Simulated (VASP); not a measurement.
# Mg3Cd2Te5 (I-4m2) in VASP: single point with PBE

Aim: the single point of Mg3Cd2Te5 with PBE.

Program: VASP 6.6.1. These are calculated values, not measurements. Logs are shortened: lines on timing, memory, paths and dates and some standing lists are left out, and cuts for length are marked.

## 1. The cell of the first run

It takes space group I-4m2 (No. 119, tetragonal). The conventional cell has a = 4.640 Å, b = 4.640 Å, c = 32.664 Å, α = 90.00°, β = 90.00°, γ = 90.00°. Within 3.7 Å of Mg (site symmetry 2mm) lie 4 Te at 2.82 Å. Mg (site symmetry -4m2) has 4 Te at 2.82 Å within 3.7 Å. Within 3.8 Å of Cd (site symmetry 2mm) lie 4 Te at 2.86 Å. Te (site symmetry 2mm) has 2 Mg at 2.82 Å and 2 Cd at 2.86 Å within 3.7 Å. Te (site symmetry 2mm) has 2 Mg at 2.82 Å and 2 Cd at 2.86 Å within 3.7 Å. Te (site symmetry -4m2) has 4 Mg at 2.82 Å within 3.7 Å.

## 2. Single point, PBE

The input, INCAR:

```
SYSTEM = Mg3Cd2Te5
  PREC = Accurate
  ENCUT = 520
  EDIFF = 1E-7
  ISMEAR = 0
  SIGMA = 0.1
  LREAL = .FALSE.
  LASPH = .TRUE.
  NELM = 60
  ALGO = Normal
  ISIF = 2
  LWAVE = .FALSE.
  LCHARG = .FALSE.
  GGA = PE
  NBANDS = 41
```

The input, KPOINTS:

```
regular mesh
0
G
  4 4 4
  0 0 0
```

The input, POSCAR:

```
Mg3Cd2Te5
1.0
    0.0000000000     -4.6403104000      0.0000000000
    4.6403104000      0.0000000000      0.0000000000
   -2.3201552000      2.3201552000     16.3320156000
Mg Cd Te
3 2 5
Direct
    0.7006930000      0.7006930000      0.4013860000
    0.2993070000      0.2993070000      0.5986140000
    0.5000000000      0.5000000000      0.0000000000
    0.8996390000      0.8996390000      0.7992780000
    0.1003610000      0.1003610000      0.2007220000
    0.3482910000      0.8482910000      0.6965820000
    0.9510080000      0.4510080000      0.9020160000
    0.5489920000      0.0489920000      0.0979840000
    0.1517090000      0.6517090000      0.3034180000
    0.7500000000      0.2500000000      0.5000000000
```

Potentials or basis: VASP PAW PBE potentials, release 64 (Mg, Cd, Te).

Run with:

```
> cat potpaw_PBE.64/Mg/POTCAR potpaw_PBE.64/Cd/POTCAR potpaw_PBE.64/Te/POTCAR > POTCAR
> mpirun -np 1 vasp_std > vasp.out
```

OUTCAR:

```text
SYSTEM = Mg3Cd2Te5
   PREC = Accurate
   ENCUT = 520
   EDIFF = 1E-7
   ISMEAR = 0
   LREAL = .FALSE.
   LASPH = .TRUE.
   NELM = 60
   ISIF = 2
   GGA = PE

 ion  position               nearest neighbor table
   1  0.701  0.701  0.401-   9 2.82   9 2.82  10 2.82  10 2.82
   2  0.299  0.299  0.599-   6 2.82   6 2.82  10 2.82  10 2.82
   3  0.500  0.500  0.000-   8 2.82   7 2.82   8 2.82   7 2.82
   4  0.900  0.900  0.799-   6 2.86   6 2.86   7 2.86   7 2.86
   5  0.100  0.100  0.201-   9 2.86   9 2.86   8 2.86   8 2.86
   6  0.348  0.848  0.697-   2 2.82   2 2.82   4 2.86   4 2.86
   7  0.951  0.451  0.902-   3 2.82   3 2.82   4 2.86   4 2.86
   8  0.549  0.049  0.098-   3 2.82   3 2.82   5 2.86   5 2.86
   9  0.152  0.652  0.303-   1 2.82   1 2.82   5 2.86   5 2.86
  10  0.750  0.250  0.500-   2 2.82   1 2.82   2 2.82   1 2.82

  LATTYP: Found a body centered tetragonal cell.
 ALAT       =     4.6403104000
 C/A-ratio  =     7.0391909989

  Lattice vectors:

 A1 = (  -2.3201552000,  -2.3201552000, -16.3320156000)
 A2 = (   2.3201552000,   2.3201552000, -16.3320156000)
 A3 = (   2.3201552000,  -2.3201552000,  16.3320156000)

Analysis of symmetry for initial positions (statically):
=====================================================================
 Subroutine PRICEL returns:
 Original cell was already a primitive cell.

 Routine SETGRP: Setting up the symmetry group for a
 body centered tetragonal supercell.

 Subroutine GETGRP returns: Found  8 space group operations
 (whereof  8 operations were pure point group operations)
 out of a pool of 16 trial point group operations.

The static configuration has the point symmetry D_2d.

Analysis of symmetry for dynamics (positions and initial velocities):
=====================================================================
 Subroutine PRICEL returns:
 Original cell was already a primitive cell.

 Routine SETGRP: Setting up the symmetry group for a
 body centered tetragonal supercell.

 Subroutine GETGRP returns: Found  8 space group operations
 (whereof  8 operations were pure point group operations)
 out of a pool of 16 trial point group operations.

The dynamic configuration has the point symmetry D_2d.

[... 106 lines left out ...]
   IBRION =     -1    ionic relax: 0-MD 1-quasi-New 2-CG
   NFREE  =      0    steps in history (QN), initial steepest desc. (CG)
   ISIF   =      2    stress and relaxation
   ISYM   =      2    0-nonsym 1-usesym 2-fastsym
   POTIM  = 0.5000    time-step for ionic-motion
   TEBEG  =    0.0;   TEEND  =   0.0 temperature during run
   PSTRESS=    0.0 pullay stress
   NELECT =      60.0000    total number of electrons
   NUPDOWN=      -1.0000    fix difference up-down
   EMIN   =  10.00;   EMAX   =-10.00  energy-range for DOS
   EFERMI =   0.00;   METHOD = LEGACY
   ISMEAR =     0;   SIGMA  =   0.10  broadening in eV -4-tet -1-fermi 0-gaus
   EFERMI_NEDOS =   21; number of points for ismear=-14 and -15
   IALGO  =     38    algorithm
   IMIX   =      4    mixing-type and parameters
     AMIX     =   0.40;   BMIX     =  1.00
     AMIX_MAG =   1.60;   BMIX_MAG =  1.00
  volume/ion in A,a.u.               =      35.17       237.32
  Fermi-wavevector in a.u.,A,eV,Ry     =   0.907989  1.715851 11.217244  0.824444
  Thomas-Fermi vector in A             =   2.031862
   LORBIT       =      0    0 simple, 1 ext, 2 COOP (PROOUT), +10 PAW based schemes
   GGA     = PE    functional components
   LHFCALC =     F    Hartree Fock is set to
   AEXX    =    0.0000 exact exchange contribution
   IVDW    =     0    specifies the selected vdW correction
   LEPSILON=     F    determine dielectric tensor
   LRPA    =     F    only Hartree local field effects (RPA)
 non-spin polarized calculation
 Gauss-broadening in eV      SIGMA  =   0.10
  energy-cutoff  :      520.00
  volume of cell :      351.67
 maximum number of plane-waves:      9517
 NGX is ok and might be reduce to    36
   NGX = 17   NGY = 17   NGZ = 61

 number of electron      60.0000004 magnetization

 Free energy of the ion-electron system (eV)
  ---------------------------------------------------
  ext. energy  EPLUGINS =         0.00000000
  ---------------------------------------------------
  free energy    TOTEN  =       -28.75436476 eV

  energy without entropy =      -28.75436476  energy(sigma->0) =      -28.75436476

 E-fermi :   2.2524     XC(G=0):  -7.9877

 val. band max:        1.7822820216   @ k =   0.0000   0.0000   0.0000
 cond. band min:       3.3009591284   @ k =   0.0000   0.0000   0.0000
 fundamental gap:      1.5186771068
 Fermi energy:         2.2523750422

 k-point     1 :       0.0000    0.0000    0.0000
  band No.  band energies     occupation
      1      -8.6455      2.00000
      2      -8.4588      2.00000
      3      -8.4424      2.00000
      4      -8.1431      2.00000
      5      -8.0065      2.00000
      6      -5.9772      2.00000
[... 561 lines left out ...]
     40       6.4774      0.00000
     41       7.1297      0.00000

------------------------ aborting loop because EDIFF is reached ----------------------------------------

  FORCE on cell =-STRESS in cart. coord.  units (eV):
  Direction    XX          YY          ZZ          XY          YZ          ZX
  --------------------------------------------------------------------------------------
  -------------------------------------------------------------------------------------
  Total        0.2834895      0.2834895     -0.0758803      0.0000000      0.0000000      0.0000000
  in kB        1.2915576      1.2915576     -0.3457053      0.0000000      0.0000000      0.0000000
  external PRESSURE =       0.7458033 kB  Pullay stress =       0.0000000 kB

 VOLUME and BASIS-vectors are now :
 -----------------------------------------------------------------------------
  energy-cutoff  :      520.00
  volume of cell :      351.67
      direct lattice vectors                 reciprocal lattice vectors
     0.000000000 -4.640310400  0.000000000     0.000000000 -0.215502825  0.030614715
     4.640310400  0.000000000  0.000000000     0.215502825  0.000000000  0.030614715
    -2.320155200  2.320155200 16.332015600     0.000000000  0.000000000  0.061229430

 POSITION                                       TOTAL-FORCE (eV/Angst)
 -----------------------------------------------------------------------------------
      2.32016     -2.32016      6.55544        -0.000000      0.000000     -0.002432
      0.00000      0.00000      9.77657         0.000000     -0.000000      0.002432
      2.32016     -2.32016      0.00000        -0.000000     -0.000000      0.000000
      2.32016     -2.32016     13.05382        -0.000000     -0.000000      0.000501
      0.00000      0.00000      3.27819        -0.000000     -0.000000     -0.000501
      2.32016     -0.00000     11.37659        -0.000000      0.000000     -0.029438
      0.00000     -2.32016     14.73174        -0.000000      0.000000      0.029081
      0.00000     -2.32016      1.60028         0.000000     -0.000000     -0.029081
      2.32016      0.00000      4.95543         0.000000     -0.000000      0.029438
      0.00000     -2.32016      8.16601        -0.000000     -0.000000      0.000000
 -----------------------------------------------------------------------------------
    total drift:                               -0.000001     -0.000001      0.000000

  FREE ENERGIE OF THE ION-ELECTRON SYSTEM (eV)
  ---------------------------------------------------
  free  energy   TOTEN  =       -28.7543647604 eV

  energy  without entropy=      -28.7543647604  energy(sigma->0) =      -28.75436476
```

Wall time 3 min (1 thread of Intel Xeon Platinum 8488C (Sapphire Rapids), shared host); peak memory 0.5 GiB.

What came out:

```yaml
Free_energy: -28.7544 eV
Pressure: 0.1 GPa
Largest_force: 0.029 eV/Å
Band_gap_on_the_k_mesh: 1.52 eV, direct
```

Forces on the atoms (eV/Å):
```
Mg   0.000  0.000 -0.002
Mg   0.000  0.000  0.002
Mg   0.000  0.000  0.000
Cd   0.000  0.000  0.001
Cd   0.000  0.000 -0.001
Te   0.000  0.000 -0.029
Te   0.000  0.000  0.029
Te   0.000  0.000 -0.029
Te   0.000  0.000  0.029
Te   0.000  0.000  0.000
```

Stress tensor (GPa, compression positive):
```
 0.13  0.00  0.00
 0.00  0.13  0.00
 0.00  0.00 -0.03
```

Caveat: spin-orbit coupling is left out, which moves the levels of the heavy elements. A hybrid or GW would open this gap; PBE tends to underestimate it.
